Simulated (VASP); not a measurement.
# ZnS in VASP: a series of runs

The runs below take ZnS through single point, with PBEsol.

Everything below comes from runs of VASP 6.6.1. Logs are shortened: lines on timing, memory, paths and dates and some standing lists are left out, and cuts for length are marked.

### Step 1. The cell of the first run

Symmetry: I-4m2, No. 119, tetragonal system. Conventional cell: a = 3.940 Å, b = 3.940 Å, c = 5.409 Å, α = 90.00°, β = 90.00°, γ = 90.00°. Within 3.2 Å of Zn (site symmetry -4m2) lie 4 S at 2.39 Å. Within 3.2 Å of S (site symmetry -4m2) lie 4 Zn at 2.39 Å.

### Step 2. Single point, PBEsol (equal xx and yy strain of +3 %)

Input file INCAR:

```
  PREC = Accurate
  ENCUT = 520
  EDIFF = 1E-7
  ISMEAR = -1
  SIGMA = 0.01
  LREAL = False
  LASPH = True
  NELM = 100
  ALGO = Normal
  ISIF = 2
  LWAVE = False
  LCHARG = False
  GGA = PS
  NBANDS = 16
```

Input file KPOINTS:

```
regular mesh
0
Gamma
  8 8 8
```

Input file POSCAR:

```
ZnS
1.0
    0.0000000000      2.7857895000      2.7046500000
    2.7857895000      0.0000000000      2.7046500000
    2.7857895000      2.7857895000      0.0000000000
Zn S
1 1
Direct
    0.0000000000      0.0000000000      0.0000000000
    0.7500000000      0.7500000000      0.7500000000
```

Potentials or basis: VASP PAW PBE potentials, release 64 (Zn, S).

Command:

```sh
$ cat potpaw_PBE.64/Zn/POTCAR potpaw_PBE.64/S/POTCAR > POTCAR
$ mpirun -np 1 vasp_std > vasp.out
```

OUTCAR:

```text
PREC = Accurate
   ENCUT = 520
   EDIFF = 1E-7
   ISMEAR = -1
   LREAL = False
   LASPH = True
   NELM = 100
   ISIF = 2
   GGA = PS

 ion  position               nearest neighbor table
   1  0.000  0.000  0.000-   2 2.39   2 2.39   2 2.39   2 2.39
   2  0.750  0.750  0.750-   1 2.39   1 2.39   1 2.39   1 2.39

  LATTYP: Found a body centered tetragonal cell.
 ALAT       =     3.9397012928
 C/A-ratio  =     1.3730228761

  Lattice vectors:

 A1 = (   0.0000000000,  -2.7857895000,  -2.7046500000)
 A2 = (   0.0000000000,   2.7857895000,  -2.7046500000)
 A3 = (   2.7857895000,   0.0000000000,   2.7046500000)

Analysis of symmetry for initial positions (statically):
=====================================================================
 Subroutine PRICEL returns:
 Original cell was already a primitive cell.

 Routine SETGRP: Setting up the symmetry group for a
 body centered tetragonal supercell.

 Subroutine GETGRP returns: Found  8 space group operations
 (whereof  8 operations were pure point group operations)
 out of a pool of 16 trial point group operations.

The static configuration has the point symmetry D_2d.

Analysis of symmetry for dynamics (positions and initial velocities):
=====================================================================
 Subroutine PRICEL returns:
 Original cell was already a primitive cell.

 Routine SETGRP: Setting up the symmetry group for a
 body centered tetragonal supercell.

 Subroutine GETGRP returns: Found  8 space group operations
 (whereof  8 operations were pure point group operations)
 out of a pool of 16 trial point group operations.

The dynamic configuration has the point symmetry D_2d.

 Subroutine INISYM returns: Found  8 space group operations
 (whereof  8 operations are pure point group operations),
 and found     1 'primitive' translations

----------------------------------------------------------------------------------------

                                     Primitive cell

  volume of cell :      41.9795

  direct lattice vectors                    reciprocal lattice vectors
     0.000000000  2.785789500  2.704650000    -0.179482333  0.179482333  0.184866803
     2.785789500  0.000000000  2.704650000     0.179482333 -0.179482333  0.184866803
     2.785789500  2.785789500  0.000000000     0.179482333  0.179482333 -0.184866803

  length of vectors
     3.882750927  3.882750927  3.939701293     0.314012024  0.314012024  0.314012024

  position of ions in fractional coordinates (direct lattice)
     0.000000000  0.000000000  0.000000000
     0.750000000  0.750000000  0.750000000

  ion indices of the primitive-cell ions
   primitive index   ion index
                 1           1
                 2           2

----------------------------------------------------------------------------------------

 KPOINTS: regular mesh

Automatic generation of k-mesh.
 Grid dimensions read from file:
 generate k-points for:    8    8    8

 Generating k-lattice:

  Cartesian coordinates                     Fractional coordinates (reciprocal lattice)
    -0.022435292  0.022435292  0.023108350     0.125000000  0.000000000  0.000000000
     0.022435292 -0.022435292  0.023108350     0.000000000  0.125000000  0.000000000
     0.022435292  0.022435292 -0.023108350     0.000000000  0.000000000  0.125000000

  Length of vectors
     0.039251503  0.039251503  0.039251503

  Shift w.r.t. Gamma in fractional coordinates (k-lattice)
     0.000000000  0.000000000  0.000000000

 Subroutine IBZKPT returns following result:
 ===========================================

 Found     59 irreducible k-points:

 Following reciprocal coordinates:
            Coordinates               Weight
  0.000000  0.000000  0.000000      1.000000
  0.125000  0.000000  0.000000      8.000000
  0.250000  0.000000  0.000000      8.000000
  0.375000  0.000000  0.000000      8.000000
  0.500000  0.000000  0.000000      4.000000
  0.125000  0.125000  0.000000      2.000000
[... 16 lines left out ...]
  0.250000  0.000000  0.125000     16.000000
  0.375000  0.000000  0.125000     16.000000
 [... further k-points ...]
   k-points           NKPTS =     59   k-points in BZ     NKDIM =     59   number of bands    NBANDS=     16
   number of dos      NEDOS =    301   number of ions     NIONS =      2
   total plane-waves  NPLWV =  27000
   dimension x,y,z NGX =    30 NGY =   30 NGZ =   30
   dimension x,y,z NGXF=    60 NGYF=   60 NGZF=   60
   ions per type =               1   1
   NGX,Y,Z   is equivalent  to a cutoff of  12.84, 12.84, 12.66 a.u.
   NGXF,Y,Z  is equivalent  to a cutoff of  25.69, 25.69, 25.32 a.u.
 SYSTEM =  unknown system
   PREC   = accura    normal or accurate (medium, high low for compatibility)
   ISTART =      0    job   : 0-new  1-cont  2-samecut
   ICHARG =      2    charge: 1-file 2-atom 10-const
   ISPIN  =      1    spin polarized calculation?
   LNONCOLLINEAR =      F non collinear calculations
   LSORBIT =      F    spin-orbit coupling
   LASPH  =      T    aspherical Exc in radial PAW
   ENCUT  =  520.0 eV  38.22 Ry    6.18 a.u.   7.22  7.22  7.33*2*pi/ulx,y,z
   NELM   =    100;   NELMIN=  2; NELMDL= -5     # of ELM steps
   EDIFF  = 0.1E-06   stopping-criterion for ELM
   LREAL  =      F    real-space projection
   EDIFFG = 0.1E-05   stopping-criterion for IOM
   NSW    =      0    number of steps for IOM
   IBRION =     -1    ionic relax: 0-MD 1-quasi-New 2-CG
   NFREE  =      0    steps in history (QN), initial steepest desc. (CG)
   ISIF   =      2    stress and relaxation
   ISYM   =      2    0-nonsym 1-usesym 2-fastsym
   POTIM  = 0.5000    time-step for ionic-motion
   TEBEG  =    0.0;   TEEND  =   0.0 temperature during run
   PSTRESS=    0.0 pullay stress
   NELECT =      18.0000    total number of electrons
   NUPDOWN=      -1.0000    fix difference up-down
   EMIN   =  10.00;   EMAX   =-10.00  energy-range for DOS
   EFERMI =   0.00;   METHOD = LEGACY
   ISMEAR =    -1;   SIGMA  =   0.01  broadening in eV -4-tet -1-fermi 0-gaus
   EFERMI_NEDOS =   21; number of points for ismear=-14 and -15
   IALGO  =     38    algorithm
   IMIX   =      4    mixing-type and parameters
     AMIX     =   0.40;   BMIX     =  1.00
     AMIX_MAG =   1.60;   BMIX_MAG =  1.00
  volume/ion in A,a.u.               =      20.99       141.65
  Fermi-wavevector in a.u.,A,eV,Ry     =   1.234487  2.332842 20.734702  1.523958
  Thomas-Fermi vector in A             =   2.369175
   LORBIT       =      0    0 simple, 1 ext, 2 COOP (PROOUT), +10 PAW based schemes
   GGA     = PS    functional components
   LHFCALC =     F    Hartree Fock is set to
   AEXX    =    0.0000 exact exchange contribution
   IVDW    =     0    specifies the selected vdW correction
   LEPSILON=     F    determine dielectric tensor
   LRPA    =     F    only Hartree local field effects (RPA)
 non-spin polarized calculation
  energy-cutoff  :      520.00
  volume of cell :       41.98
 maximum number of plane-waves:      1158
 NGX is ok and might be reduce to    30
   NGX = 15   NGY = 15   NGZ = 15

 number of electron      17.9999996 magnetization

 Free energy of the ion-electron system (eV)
  ---------------------------------------------------
  ext. energy  EPLUGINS =         0.00000000
  ---------------------------------------------------
  free energy    TOTEN  =        -7.52081621 eV

  energy without entropy =       -7.52081621  energy(sigma->0) =       -7.52081621

 E-fermi :   1.6953     XC(G=0):  -9.5622

 val. band max:        1.5173751796   @ k =   0.0000   0.0000   0.0000
 cond. band min:       3.1678968587   @ k =   0.0000   0.0000   0.0000
 fundamental gap:      1.6505216791
 Fermi energy:         1.6952666004

 k-point     1 :       0.0000    0.0000    0.0000
  band No.  band energies     occupation
      1     -11.2820      2.00000
      2      -4.6894      2.00000
      3      -4.6894      2.00000
      4      -4.6740      2.00000
      5      -4.2597      2.00000
      6      -4.2533      2.00000
[... 8 lines left out ...]
     15      12.8713      0.00000
     16      13.3386      0.00000

 k-point     2 :       0.1250    0.0000    0.0000
  band No.  band energies     occupation
      1     -11.1758      2.00000
      2      -4.6823      2.00000
      3      -4.6716      2.00000
      4      -4.6579      2.00000
      5      -4.2602      2.00000
      6      -4.2555      2.00000
[... 8 lines left out ...]
     15      12.6548      0.00000
     16      13.5823      0.00000

 k-point     3 :       0.2500    0.0000    0.0000
  band No.  band energies     occupation
      1     -10.8996      2.00000
      2      -4.6330      2.00000
      3      -4.6319      2.00000
      4      -4.6137      2.00000
      5      -4.2551      2.00000
      6      -4.2548      2.00000
[... 8 lines left out ...]
     15      12.3344      0.00000
     16      13.2976      0.00000

 k-point     4 :       0.3750    0.0000    0.0000
  band No.  band energies     occupation
      1     -10.5889      2.00000
      2      -4.6034      2.00000
      3      -4.5852      2.00000
      4      -4.4177      2.00000
      5      -4.2435      2.00000
      6      -4.2371      2.00000
[... 8 lines left out ...]
     15      13.3631      0.00000
     16      13.3932      0.00000

 k-point     5 :       0.5000    0.0000    0.0000
  band No.  band energies     occupation
      1     -10.4473      2.00000
      2      -4.5943      2.00000
      3      -4.5739      2.00000
      4      -4.2374      2.00000
      5      -4.2255      2.00000
      6      -4.0759      2.00000
[... 8 lines left out ...]
     15      14.5427      0.00000
     16      14.7848      0.00000

 k-point     6 :       0.1250    0.1250    0.0000
  band No.  band energies     occupation
      1     -11.1356      2.00000
      2      -4.6890      2.00000
      3      -4.6557      2.00000
      4      -4.6557      2.00000
      5      -4.2664      2.00000
      6      -4.2493      2.00000
[... 8 lines left out ...]
     15      13.0856      0.00000
     16      14.1245      0.00000

 k-point     7 :       0.2500    0.1250    0.0000
  band No.  band energies     occupation
      1     -10.9118      2.00000
      2      -4.6775      2.00000
      3      -4.6141      2.00000
      4      -4.6084      2.00000
      5      -4.2726      2.00000
      6      -4.2387      2.00000
[... 8 lines left out ...]
     15      13.1458      0.00000
     16      14.6382      0.00000

 k-point     8 :       0.3750    0.1250    0.0000
  band No.  band energies     occupation
      1     -10.6080      2.00000
      2      -4.6081      2.00000
      3      -4.5782      2.00000
      4      -4.5038      2.00000
      5      -4.2478      2.00000
      6      -4.2253      2.00000
[... 8 lines left out ...]
     15      14.0057      0.00000
     16      14.1648      0.00000

 k-point     9 :       0.5000    0.1250    0.0000
  band No.  band energies     occupation
      1     -10.4067      2.00000
      2      -4.5753      2.00000
      3      -4.5660      2.00000
      4      -4.3028      2.00000
      5      -4.2233      2.00000
      6      -4.0918      2.00000
[... 8 lines left out ...]
     15      14.6205      0.00000
     16      14.7715      0.00000
[... 172 lines left out ...]
 k-point    19 :       0.5000    0.3750    0.0000
  band No.  band energies     occupation
      1     -10.1892      2.00000
      2      -4.6446      2.00000
      3      -4.4216      2.00000
      4      -4.4047      2.00000
      5      -4.1996      2.00000
      6      -4.0569      2.00000
[... 8 lines left out ...]
     15      14.9511      0.00000
     16      15.9146      0.00000

 k-point    20 :      -0.3750    0.3750    0.0000
  band No.  band energies     occupation
      1     -10.1730      2.00000
      2      -4.5922      2.00000
      3      -4.4456      2.00000
      4      -4.3527      2.00000
      5      -4.2226      2.00000
      6      -3.9420      2.00000
[... 8 lines left out ...]
     15      13.6867      0.00000
     16      16.8448      0.00000

 k-point    21 :       0.5000    0.5000    0.0000
  band No.  band energies     occupation
      1     -10.1389      2.00000
      2      -4.6739      2.00000
      3      -4.3923      2.00000
      4      -4.3923      2.00000
      5      -4.1887      2.00000
      6      -4.0357      2.00000
[... 8 lines left out ...]
     15      15.0227      0.00000
     16      15.7100      0.00000

 k-point    22 :       0.1250    0.0000    0.1250
  band No.  band energies     occupation
      1     -11.1428      2.00000
      2      -4.7020      2.00000
      3      -4.6555      2.00000
      4      -4.6386      2.00000
      5      -4.2724      2.00000
      6      -4.2460      2.00000
[... 8 lines left out ...]
     15      13.3716      0.00000
     16      14.0043      0.00000

 k-point    23 :       0.2500    0.0000    0.1250
  band No.  band energies     occupation
      1     -10.9244      2.00000
      2      -4.6865      2.00000
      3      -4.6128      2.00000
      4      -4.5939      2.00000
      5      -4.2788      2.00000
      6      -4.2382      2.00000
[... 8 lines left out ...]
     15      13.2963      0.00000
     16      14.7197      0.00000

 k-point    24 :       0.3750    0.0000    0.1250
  band No.  band energies     occupation
      1     -10.6210      2.00000
      2      -4.6188      2.00000
      3      -4.5657      2.00000
      4      -4.4961      2.00000
      5      -4.2568      2.00000
      6      -4.2284      2.00000
[... 8 lines left out ...]
     15      13.8668      0.00000
     16      14.2258      0.00000

 [... further k-points ...]
[... 5 lines left out ...]
  --------------------------------------------------------------------------------------
  -------------------------------------------------------------------------------------
  Total       -1.5759945     -1.5759945     -1.2494467      0.0000000      0.0000000      0.0000000
  in kB      -60.1488889    -60.1488889    -47.6859752      0.0000000      0.0000000      0.0000000
  external PRESSURE =     -55.9945843 kB  Pullay stress =       0.0000000 kB

 VOLUME and BASIS-vectors are now :
 -----------------------------------------------------------------------------
  energy-cutoff  :      520.00
  volume of cell :       41.98
      direct lattice vectors                 reciprocal lattice vectors
     0.000000000  2.785789500  2.704650000    -0.179482333  0.179482333  0.184866803
     2.785789500  0.000000000  2.704650000     0.179482333 -0.179482333  0.184866803
     2.785789500  2.785789500  0.000000000     0.179482333  0.179482333 -0.184866803

 POSITION                                       TOTAL-FORCE (eV/Angst)
 -----------------------------------------------------------------------------------
      0.00000      0.00000      0.00000         0.000000      0.000000      0.000000
      4.17868      4.17868      4.05697        -0.000000     -0.000000     -0.000000
 -----------------------------------------------------------------------------------
    total drift:                               -0.000001     -0.000001     -0.000000

  FREE ENERGIE OF THE ION-ELECTRON SYSTEM (eV)
  ---------------------------------------------------
  free  energy   TOTEN  =        -7.5208162125 eV

  energy  without entropy=       -7.5208162125  energy(sigma->0) =       -7.52081621
```

Run time: 50 s. Hardware: 1 thread of Intel Xeon 6975P-C, shared host; peak memory 0.19 GiB.

What came out:

| Quantity | Value |
| --- | --- |
| Free energy | -7.5208 eV |
| Pressure | -5.6 GPa |
| Band gap on the k mesh | 1.65 eV, direct |

Stress tensor (GPa, compression positive):
```
-6.01  0.00  0.00
 0.00 -6.01  0.00
 0.00  0.00 -4.77
```

Caveat: the cell differs from its parent crystal (equal xx and yy strain of +3 %); the PAW data sets were made with another functional, which shifts forces and pressure a little.

### Step 3. Single point, PBEsol (equal xy, yz and zx shear strains of -3 %)

Input file INCAR:

```
PREC = Accurate ; ENCUT = 520
EDIFF = 1E-7 ; ISMEAR = -1
SIGMA = 0.01 ; LREAL = F
LASPH = T ; NELM = 100
ALGO = Normal ; ISIF = 2
LWAVE = F ; LCHARG = F
GGA = PS ; NBANDS = 16
```

Input file KPOINTS:

```
Automatic mesh
0
Gamma
  8 8 8
```

Input file POSCAR:

```
ZnS
1.0
   -0.0811395000      2.6640802500      2.6640802500
    2.6640802500     -0.0811395000      2.6640802500
    2.6640802500      2.6640802500     -0.0811395000
Zn S
1 1
Direct
    0.0000000000      0.0000000000      0.0000000000
    0.7500000000      0.7500000000      0.7500000000
```

Potentials or basis: VASP PAW PBE potentials, release 64 (Zn, S).

Command:

```sh
$ cat potpaw_PBE.64/Zn/POTCAR potpaw_PBE.64/S/POTCAR > POTCAR
$ mpirun -np 1 vasp_std > vasp.out
```

Wall time 44 s (1 thread of Intel Xeon 6975P-C, shared host); peak memory 0.18 GiB.

It converged, with:

```yaml
Free_energy: -7.5590 eV
Pressure: -1.7 GPa
Largest_force: 0.327 eV/Å
Band_gap_on_the_k_mesh: 1.86 eV, direct
```

Forces in eV/Å, atoms in the order of the input:
```
Zn   0.189  0.189  0.189
S   -0.189 -0.189 -0.189
```

Stress tensor (GPa, compression positive):
```
-1.68  2.15  2.15
 2.15 -1.68  2.15
 2.15  2.15 -1.68
```

Levels at points of the mesh, in eV from the valence-band top:
```tsv
k point	band 7	band 8	band 9	band 10	band 11	band 12
(0.00, 0.00, 0.00)	-0.13	-0.13	0.00	1.86	6.01	6.01
(0.50, 0.00, 0.00)	-5.41	-0.91	-0.88	3.19	6.60	7.05
(0.50, 0.50, 0.00)	-4.69	-2.47	-2.17	3.11	3.94	10.59
(0.50, 0.50, 0.50)	-5.45	-1.14	-1.14	2.84	6.54	6.54
```

Caveat: the cell differs from its parent crystal (equal xy, yz and zx shear strains of -3 %); the PAW data sets were made with another functional, which shifts forces and pressure a little.
